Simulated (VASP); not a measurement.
Input of a VASP 6.6.1 run:

Contents of INCAR:

```
SYSTEM = BiAs
PREC     = Accurate       ! precision mode
ENCUT    = 520            ! plane-wave cutoff, eV
EDIFF    = 1E-8           ! SCF threshold, eV
ISMEAR   = -1             ! smearing method
SIGMA    = 0.05           ! smearing width, eV
LREAL    = .False.        ! projectors in reciprocal space
LASPH    = .True.         ! aspherical terms in the spheres
NELM     = 60             ! most SCF steps
ALGO     = Normal         ! electronic algorithm
ISIF     = 2              ! what is computed and relaxed
LWAVE    = .False.        ! write WAVECAR
LCHARG   = .False.        ! write CHGCAR
GGA      = PE             ! functional
LEFG     = .True.       
NBANDS   = 28             ! bands
```

KPOINTS

```
Automatic mesh
0
Gamma
  10 10 6
  0 0 0
```

The input POSCAR:

```
BiAs
1.0
    5.0352345427      0.0000000000      0.0000000000
   -2.5176172714      4.3606410280      0.0000000000
    0.0000000000      0.0000000000      6.4976952971
Bi As
2 2
Direct
    0.3333333333      0.6666666667     -0.0273585753
    0.6666666667      0.3333333333      0.4726414247
    0.3333333333      0.6666666667      0.4033585753
    0.6666666667      0.3333333333      0.9033585753
```

Potentials or basis: VASP PAW PBE potentials, release 64 (Bi_d, As).

Run with:

```console
$ cat potpaw_PBE.64/Bi_d/POTCAR potpaw_PBE.64/As/POTCAR > POTCAR
$ mpirun -np 1 vasp_std > vasp.out
```

**Question.** Estimate the band gap on the k mesh.

**Answer.** 0.18 eV (least direct gap 0.91 eV).

**Question.** Predict the pressure.

**Answer.** 0.0 GPa.

**Question.** What does it give for the largest force?

**Answer.** 0.008 eV/Å.

Forces on the atoms (eV/Å):
```
Bi   0.000  0.000 -0.008
Bi   0.000  0.000 -0.008
As   0.000  0.000  0.008
As   0.000  0.000  0.008
```

Caveat: without QUAD_EFG the Cq values of the log hold for a quadrupole moment of 1 mb, not for the nuclei; spin-orbit coupling is left out, which moves the levels of the heavy elements. A k mesh can miss the band edges.
